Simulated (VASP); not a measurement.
Input of a VASP 6.6.1 run:

File INCAR:

```
SYSTEM = WC
PREC     = Accurate       ! precision mode
ENCUT    = 520            ! plane-wave cutoff, eV
EDIFF    = 1E-6           ! SCF threshold, eV
ISMEAR   = 1              ! smearing method
SIGMA    = 0.2            ! smearing width, eV
LREAL    = .False.        ! projectors in reciprocal space
LASPH    = .True.         ! aspherical terms in the spheres
NELM     = 60             ! most SCF steps
ALGO     = Normal         ! electronic algorithm
ISIF     = 2              ! what is computed and relaxed
LWAVE    = .False.        ! write WAVECAR
LCHARG   = .True.         ! write CHGCAR
GGA      = B5             ! functional
ALDAX    = 1.0          
AGGAX    = 1.0          
AGGAC    = 1.0          
ALDAC    = 0.0          
IVDW     = 12             ! dispersion correction
VDW_S6   = 1.0          
VDW_S8   = 2.6996       
VDW_A1   = 0.4298       
VDW_A2   = 4.2359       
LELF     = .True.         ! ELF
LVHAR    = .True.       
NBANDS   = 16             ! bands
```

The input KPOINTS:

```
regular mesh
0
Gamma
  11 11 11
  0 0 0
```

The input POSCAR:

```
WC
1.0
    0.0000000000      2.1822973966      2.1822973966
    2.1822973966      0.0000000000      2.1822973966
    2.1822973966      2.1822973966      0.0000000000
W C
1 1
Direct
    0.0000000000      0.0000000000      0.0000000000
    0.5000000000      0.5000000000      0.5000000000
```

Potentials or basis: VASP PAW PBE potentials, release 64 (W_sv, C).

Run with:

```bash
$ cat potpaw_PBE.64/W_sv/POTCAR potpaw_PBE.64/C/POTCAR > POTCAR
$ mpirun -np 1 vasp_std > vasp.out
```

(1) Estimate the band gap on the k mesh.

(2) What does it give for the pressure?

Results:

(1) zero (bands 9 and 10 overlap by 3.07 eV).

(2) 2.3 GPa.

Caveat: the PAW data sets were made with another functional, which shifts forces and pressure a little; spin-orbit coupling is left out, which moves the levels of the heavy elements.
